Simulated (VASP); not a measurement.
GaN: single point with PBE

GaN:

```
CELL_PARAMETERS angstrom
-0.02130 2.10852 2.10852
2.10852 -0.02130 2.10852
2.08722 2.08722 0.00000
ATOMIC_POSITIONS crystal
Ga 0.50000 0.50000 0.50000
N 0.00000 0.00000 0.00000
```

This cell differs from its parent crystal: shear xy strain -2.0%.

```
Program             : VASP 6.6.1
Task                : single point
Functional          : PBE
Potentials or basis : VASP PAW PBE potentials, release 64 (Ga_d, N)
Cutoff              : 520 eV
k mesh              : 10 × 10 × 10
Occupations         : fermi-dirac, width 0.02 eV
Spin                : no spin polarisation
```

```
Pressure               : 9.1 GPa
Band gap on the k mesh : 0.56 eV (least direct gap 2.69 eV)
```

Stress tensor (GPa, compression positive):
```
9.17 4.36 0.00
4.36 9.17 0.00
0.00 0.00 9.04
```

Levels at points of the mesh, in eV from the valence-band top:
```tsv
k point	band 7	band 8	band 9	band 10	band 11	band 12
(0.00, 0.00, 0.00)	-0.71	-0.58	-0.44	2.25	14.40	14.72
(0.50, 0.00, 0.00)	-8.43	-0.22	-0.14	4.78	9.16	9.30
(0.50, 0.50, 0.00)	-7.23	-3.32	-2.93	0.56	7.80	11.93
(0.00, 0.00, 0.50)	-8.26	-0.31	-0.24	4.54	8.87	9.02
(0.50, 0.00, 0.50)	-7.23	-3.12	-3.12	0.58	7.78	11.91
```

Wall time 34 s on 1 thread of Intel Xeon 8259CL, with other jobs on the host, peak memory 0.18 GiB.

Caveat: the cell differs from its parent crystal (shear xy strain -2.0%); the cell stands under pressure. A k mesh can miss the band edges.
